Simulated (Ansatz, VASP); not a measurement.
KF in VASP and in Ansatz

```
CELL_PARAMETERS angstrom
0.05491 2.58162 2.58162
2.58162 0.05491 2.58162
2.58162 2.58162 0.05491
ATOMIC_POSITIONS crystal
K 0.00000 0.00000 0.00000
F 0.50000 0.50000 0.50000
```

Alike in both runs: task single point; functional LDA; k mesh 8 × 8 × 8; occupations gaussian, width 0.05 eV; no spin polarisation.

|  | VASP | Ansatz |
| --- | --- | --- |
| version | VASP 6.6.1 | Ansatz 0.2.0 |
| potentials or method | VASP PAW LDA potentials, release 64 (K_sv, F), cutoff 520 eV | scalar-relativistic, plane waves, PAW |
| valence electrons in the cell | 16 | 16 |

|  | VASP | Ansatz | Ansatz less VASP |
| --- | --- | --- | --- |
| gap on the k mesh at the Fermi level (eV) | 6.52 | 6.54 | +0.020 |
| least direct gap on the mesh (eV) | 6.52 | 6.54 | +0.020 |
| pressure (GPa) | 1.8 | 1.5 | -0.30 |
| traceless stress, the component that is largest in VASP (GPa) | -0.28 | -0.29 | -0.008 |

LDA's correlation is that of Perdew and Zunger in VASP and of Perdew and Wang (1992) in Ansatz.
